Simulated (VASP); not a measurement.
Set up this calculation in VASP 6.6.1, as the native input.

- Task: single point
- Functional: PBE
- Potentials or basis: VASP PAW PBE potentials, release 64 (Ti_sv)
- Cutoff: 520 eV
- k mesh: 12 × 12 × 1
- Occupations: gaussian, width 0.1 eV
- Spin: no spin polarisation
- Dipole correction: yes
- Further INCAR settings: ALGO = Normal; EDIFF = 1e-07; NBANDS = 51

The structure of Ti lies in POSCAR:

```
Ti
1.0
    2.9384580613      0.0000000000      0.0000000000
   -1.4692290307      2.5447793291      0.0000000000
    0.0000000000      0.0000000000     28.9519020424
Ti
7
Direct
    0.6666666667      0.3333333333      0.2629098117
    0.3333333333      0.6666666667      0.3375504342
    0.6666666667      0.3333333333      0.4202235167
    0.3333333333      0.6666666667      0.4999999911
    0.6666666667      0.3333333333      0.5797764751
    0.3333333333      0.6666666667      0.6624495773
    0.6666666667      0.3333333333      0.7370901939
```

The input as run:

INCAR

```
SYSTEM = Ti
PREC = Accurate ; ENCUT = 520
EDIFF = 1E-7 ; ISMEAR = 0
SIGMA = 0.1 ; LREAL = .FALSE.
LASPH = .TRUE. ; NELM = 60
ALGO = Normal ; ISIF = 2
LWAVE = .FALSE. ; LCHARG = .FALSE.
LDIPOL = .TRUE. ; IDIPOL = 3
DIPOL = 0.5 0.5 0.500 ; GGA = PE
NBANDS = 51
```

KPOINTS

```
Automatic mesh
0
G
  12 12 1
  0 0 0
```

Potentials or basis: VASP PAW PBE potentials, release 64 (Ti_sv).

Launch:

```bash
$ cat potpaw_PBE.64/Ti_sv/POTCAR > POTCAR
$ mpirun -np 1 vasp_std > vasp.out
```

Results of the run:

| Item | Value |
| --- | --- |
| Largest force | 0.019 eV/Å |
| Band gap on the k mesh | zero (bands 42 and 43 overlap by 0.99 eV) |

Wall time 20 min on 1 thread of Intel Xeon 8259CL (shared host), peak memory 0.43 GiB.
